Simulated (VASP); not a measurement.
A run of VASP 6.6.1 is set up as follows.

File INCAR:

```
SYSTEM = MnZn
PREC = Accurate ; ENCUT = 520
EDIFF = 1E-7 ; ISMEAR = 1
SIGMA = 0.1 ; LREAL = .FALSE.
LASPH = .TRUE. ; NELM = 150
ALGO = Normal ; ISIF = 2
LWAVE = .FALSE. ; LCHARG = .FALSE.
ISPIN = 2 ; MAGMOM = 2.8 0
LORBIT = 11 ; LMAXMIX = 4
GGA = CA ; NBANDS = 24
```

File KPOINTS:

```
Automatic mesh
0
G
  5 5 5
  0 0 0
```

POSCAR

```
MnZn
1.0
    3.0700000000      0.0000000000      0.0000000000
    0.0000000000      3.0700000000      0.0000000000
    0.0000000000      0.0000000000      3.0700000000
Mn Zn
1 1
Direct
    0.0000000000      0.0000000000      0.0000000000
    0.5000000000      0.5000000000      0.5000000000
```

Potentials or basis: VASP PAW LDA potentials, release 64 (Mn_pv, Zn).

Command:

```bash
$ cat potpaw_LDA.64/Mn_pv/POTCAR potpaw_LDA.64/Zn/POTCAR > POTCAR
$ mpirun -np 1 vasp_std > vasp.out
```

(1) Estimate the site moments.

(2) Estimate the pressure.

(3) Predict the net moment.

Results:

(1) Mn +2.94; Zn -0.06 μB.

(2) -18.0 GPa.

(3) 2.96 μB per cell.

Caveat: the k points lie up to 0.41 Å⁻¹ apart.
